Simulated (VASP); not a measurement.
# Li2S (Fm-3m) in VASP: notebook, part 2 of 2

VASP 6.6.1. The steps go on from the part before.

## Step 3: Single point, PBE

The input, INCAR:

```
PREC = Accurate ; ENCUT = 750
EDIFF = 1E-6 ; ISMEAR = 0
SIGMA = 0.01 ; LREAL = F
LASPH = T ; NELM = 120
ALGO = Normal ; ISIF = 2
LWAVE = F ; LCHARG = T
GGA = PE ; LELF = T
LVHAR = T ; NBANDS = 13
GGA_COMPAT = F
```

The input, KPOINTS:

```
Automatic mesh
0
Gamma
  3 3 3
```

The input, POSCAR:

```
Li2S
1.0
    0.0000000000      2.8445000000      2.8445000000
    2.8445000000      0.0000000000      2.8445000000
    2.8445000000      2.8445000000      0.0000000000
Li S
2 1
Direct
    0.2500000000      0.2500000000      0.2500000000
    0.7500000000      0.7500000000      0.7500000000
    0.0000000000      0.0000000000      0.0000000000
```

Potentials or basis: VASP PAW PBE potentials, release 64 (Li_sv, S).

Started as:

```sh
$ cat potpaw_PBE.64/Li_sv/POTCAR potpaw_PBE.64/S/POTCAR > POTCAR
$ mpirun -np 1 vasp_std > vasp.out
```

OUTCAR:

```text
PREC = Accurate
   ENCUT = 750
   EDIFF = 1E-6
   ISMEAR = 0
   LREAL = F
   LASPH = T
   NELM = 120
   ISIF = 2
   GGA = PE

 ion  position               nearest neighbor table
   1  0.250  0.250  0.250-   3 2.46   3 2.46   3 2.46   3 2.46
   2  0.750  0.750  0.750-   3 2.46   3 2.46   3 2.46   3 2.46
   3  0.000  0.000  0.000-   2 2.46   2 2.46   2 2.46   1 2.46   2 2.46   1 2.46   1 2.46   1 2.46

  LATTYP: Found a face centered cubic cell.
 ALAT       =     5.6890000000

  Lattice vectors:

 A1 = (   0.0000000000,   2.8445000000,   2.8445000000)
 A2 = (   2.8445000000,   0.0000000000,   2.8445000000)
 A3 = (   2.8445000000,   2.8445000000,   0.0000000000)

Analysis of symmetry for initial positions (statically):
=====================================================================
 Subroutine PRICEL returns:
 Original cell was already a primitive cell.

 Routine SETGRP: Setting up the symmetry group for a
 face centered cubic supercell.

 Subroutine GETGRP returns: Found 48 space group operations
 (whereof 48 operations were pure point group operations)
 out of a pool of 48 trial point group operations.

The static configuration has the point symmetry O_h .

Analysis of symmetry for dynamics (positions and initial velocities):
=====================================================================
 Subroutine PRICEL returns:
 Original cell was already a primitive cell.

 Routine SETGRP: Setting up the symmetry group for a
 face centered cubic supercell.

 Subroutine GETGRP returns: Found 48 space group operations
 (whereof 48 operations were pure point group operations)
 out of a pool of 48 trial point group operations.

The dynamic configuration has the point symmetry O_h .

 Subroutine INISYM returns: Found 48 space group operations
 (whereof 48 operations are pure point group operations),
 and found     1 'primitive' translations

----------------------------------------------------------------------------------------

                                     Primitive cell

  volume of cell :      46.0307

  direct lattice vectors                    reciprocal lattice vectors
     0.000000000  2.844500000  2.844500000    -0.175777817  0.175777817  0.175777817
     2.844500000  0.000000000  2.844500000     0.175777817 -0.175777817  0.175777817
     2.844500000  2.844500000  0.000000000     0.175777817  0.175777817 -0.175777817

  length of vectors
     4.022730478  4.022730478  4.022730478     0.304456110  0.304456110  0.304456110

  position of ions in fractional coordinates (direct lattice)
     0.250000000  0.250000000  0.250000000
     0.750000000  0.750000000  0.750000000
     0.000000000  0.000000000  0.000000000

  ion indices of the primitive-cell ions
   primitive index   ion index
                 1           1
                 2           2
                 3           3

----------------------------------------------------------------------------------------

 KPOINTS: Automatic mesh

Automatic generation of k-mesh.
[... 24 lines left out ...]
  0.333333  0.000000  0.000000      8.000000
  0.333333  0.333333  0.000000      6.000000
 -0.333333  0.333333  0.000000     12.000000
   k-points           NKPTS =      4   k-points in BZ     NKDIM =      4   number of bands    NBANDS=     13
   number of dos      NEDOS =    301   number of ions     NIONS =      3
   total plane-waves  NPLWV =  46656
   dimension x,y,z NGX =    36 NGY =   36 NGZ =   36
   dimension x,y,z NGXF=    72 NGYF=   72 NGZF=   72
   ions per type =               2   1
   NGX,Y,Z   is equivalent  to a cutoff of  14.88, 14.88, 14.88 a.u.
   NGXF,Y,Z  is equivalent  to a cutoff of  29.76, 29.76, 29.76 a.u.
 SYSTEM =  unknown system
   PREC   = accura    normal or accurate (medium, high low for compatibility)
   ISTART =      0    job   : 0-new  1-cont  2-samecut
   ICHARG =      2    charge: 1-file 2-atom 10-const
   ISPIN  =      1    spin polarized calculation?
   LNONCOLLINEAR =      F non collinear calculations
   LSORBIT =      F    spin-orbit coupling
   LASPH  =      T    aspherical Exc in radial PAW
   ENCUT  =  750.0 eV  55.12 Ry    7.42 a.u.   8.98  8.98  8.98*2*pi/ulx,y,z
   NELM   =    120;   NELMIN=  2; NELMDL= -5     # of ELM steps
   EDIFF  = 0.1E-05   stopping-criterion for ELM
   LREAL  =      F    real-space projection
   EDIFFG = 0.1E-04   stopping-criterion for IOM
   NSW    =      0    number of steps for IOM
   IBRION =     -1    ionic relax: 0-MD 1-quasi-New 2-CG
   NFREE  =      0    steps in history (QN), initial steepest desc. (CG)
   ISIF   =      2    stress and relaxation
   ISYM   =      2    0-nonsym 1-usesym 2-fastsym
   POTIM  = 0.5000    time-step for ionic-motion
   TEBEG  =    0.0;   TEEND  =   0.0 temperature during run
   PSTRESS=    0.0 pullay stress
   NELECT =      12.0000    total number of electrons
   NUPDOWN=      -1.0000    fix difference up-down
   EMIN   =  10.00;   EMAX   =-10.00  energy-range for DOS
   EFERMI =   0.00;   METHOD = LEGACY
   ISMEAR =     0;   SIGMA  =   0.01  broadening in eV -4-tet -1-fermi 0-gaus
   EFERMI_NEDOS =   21; number of points for ismear=-14 and -15
   IALGO  =     38    algorithm
   IMIX   =      4    mixing-type and parameters
     AMIX     =   0.40;   BMIX     =  1.00
     AMIX_MAG =   1.60;   BMIX_MAG =  1.00
  volume/ion in A,a.u.               =      15.34       103.54
  Fermi-wavevector in a.u.,A,eV,Ry     =   1.045810  1.976294 14.880934  1.093718
  Thomas-Fermi vector in A             =   2.180621
   LORBIT       =      0    0 simple, 1 ext, 2 COOP (PROOUT), +10 PAW based schemes
   GGA     = PE    functional components
   LHFCALC =     F    Hartree Fock is set to
   AEXX    =    0.0000 exact exchange contribution
   IVDW    =     0    specifies the selected vdW correction
   LEPSILON=     F    determine dielectric tensor
   LRPA    =     F    only Hartree local field effects (RPA)
 non-spin polarized calculation
 Gauss-broadening in eV      SIGMA  =   0.01
  energy-cutoff  :      750.00
  volume of cell :       46.03
 maximum number of plane-waves:      2165
   NGX = 17   NGY = 17   NGZ = 17

 number of electron      11.9999998 magnetization

 Free energy of the ion-electron system (eV)
  ---------------------------------------------------
  ext. energy  EPLUGINS =         0.00000000
  ---------------------------------------------------
  free energy    TOTEN  =       -11.93715024 eV

  energy without entropy =      -11.93715024  energy(sigma->0) =      -11.93715024

 E-fermi :   1.6140     XC(G=0):  -8.5125

 val. band max:        1.5275072586   @ k =   0.0000   0.0000   0.0000
 cond. band min:       5.6468809720   @ k =   0.3333   0.3333   0.0000
 fundamental gap:      4.1193737135
 Fermi energy:         1.6139978943

 k-point     1 :       0.0000    0.0000    0.0000
  band No.  band energies     occupation
      1     -42.6873      2.00000
      2     -42.6440      2.00000
      3      -9.5063      2.00000
      4       1.5275      2.00000
      5       1.5275      2.00000
      6       1.5275      2.00000
      7       5.8078      0.00000
      8       7.7360      0.00000
      9       7.7360      0.00000
     10       7.7360      0.00000
     11      12.7012      0.00000
     12      12.7012      0.00000
     13      13.9533      0.00000
[... 34 lines left out ...]
  band No.  band energies     occupation
      1     -42.6647      2.00000
      2     -42.6647      2.00000
      3      -8.9634      2.00000
      4      -0.7679      2.00000
      5      -0.3029      2.00000
      6       0.5549      2.00000
      7       6.6584      0.00000
      8       9.5769      0.00000
      9      10.5375      0.00000
     10      11.1941      0.00000
     11      11.3277      0.00000
     12      11.3808      0.00000
     13      16.0588      0.00000

------------------------ aborting loop because EDIFF is reached ----------------------------------------

  FORCE on cell =-STRESS in cart. coord.  units (eV):
  Direction    XX          YY          ZZ          XY          YZ          ZX
  --------------------------------------------------------------------------------------
  -------------------------------------------------------------------------------------
  Total        0.1582866      0.1582866      0.1582866     -0.0000000     -0.0000000      0.0000000
  in kB        5.5094321      5.5094321      5.5094321     -0.0000000     -0.0000000      0.0000000
  external PRESSURE =       5.5094321 kB  Pullay stress =       0.0000000 kB

 VOLUME and BASIS-vectors are now :
 -----------------------------------------------------------------------------
  energy-cutoff  :      750.00
  volume of cell :       46.03
      direct lattice vectors                 reciprocal lattice vectors
     0.000000000  2.844500000  2.844500000    -0.175777817  0.175777817  0.175777817
     2.844500000  0.000000000  2.844500000     0.175777817 -0.175777817  0.175777817
     2.844500000  2.844500000  0.000000000     0.175777817  0.175777817 -0.175777817

 POSITION                                       TOTAL-FORCE (eV/Angst)
 -----------------------------------------------------------------------------------
      1.42225      1.42225      1.42225        -0.000000     -0.000000      0.000000
      4.26675      4.26675      4.26675        -0.000000      0.000000     -0.000000
      0.00000      0.00000      0.00000         0.000000      0.000000      0.000000
 -----------------------------------------------------------------------------------
    total drift:                                0.000000      0.000000      0.000000

  FREE ENERGIE OF THE ION-ELECTRON SYSTEM (eV)
  ---------------------------------------------------
  free  energy   TOTEN  =       -11.9371502367 eV

  energy  without entropy=      -11.9371502367  energy(sigma->0) =      -11.93715024
```

OSZICAR:

```text
N       E                     dE             d eps       ncg     rms          rms(c)
DAV:   1     0.525822778212E+02    0.52582E+02   -0.60382E+03   104   0.111E+03
DAV:   2    -0.369419926274E+01   -0.56276E+02   -0.53108E+02   127   0.209E+02
DAV:   3    -0.120723643872E+02   -0.83782E+01   -0.83269E+01   192   0.536E+01
DAV:   4    -0.122527798913E+02   -0.18042E+00   -0.18037E+00   135   0.113E+01
DAV:   5    -0.122580876270E+02   -0.53077E-02   -0.53076E-02   163   0.158E+00    0.389E+00
DAV:   6    -0.119435968866E+02    0.31449E+00   -0.51577E-01   129   0.290E+00    0.291E+00
DAV:   7    -0.119258758560E+02    0.17721E-01   -0.14602E-01   150   0.172E+00    0.182E+00
DAV:   8    -0.119374579942E+02   -0.11582E-01   -0.25683E-02   135   0.939E-01    0.743E-01
DAV:   9    -0.119368579788E+02    0.60002E-03   -0.75142E-04   135   0.162E-01    0.398E-01
DAV:  10    -0.119371849284E+02   -0.32695E-03   -0.14011E-03   119   0.179E-01    0.223E-01
DAV:  11    -0.119371458398E+02    0.39089E-04   -0.14971E-04   153   0.660E-02    0.531E-02
DAV:  12    -0.119371501891E+02   -0.43494E-05   -0.18017E-05   132   0.229E-02    0.290E-02
DAV:  13    -0.119371502367E+02   -0.47629E-07   -0.22556E-06   122   0.101E-02
   1 F= -.11937150E+02 E0= -.11937150E+02  d E =-.203785E-35
```

Wall time 4.4 s (1 thread of Intel Xeon 6975P-C (Granite Rapids), shared host); peak memory 0.19 GiB.

Results:

```
Free energy            : -11.9372 eV
Pressure               : 0.6 GPa
Band gap on the k mesh : 4.12 eV (least direct gap 4.28 eV)
```

Levels at points of the mesh, in eV from the valence-band top:
```
           k point  band 3  band 4  band 5  band 6  band 7  band 8  band 9  band 10
(0.00, 0.00, 0.00)  -11.03    0.00    0.00    0.00    4.28    6.21    6.21     6.21
```

Caveat: the k points lie up to 0.64 Å⁻¹ apart; an odd mesh through Γ misses points on the zone boundary, where band edges can lie.
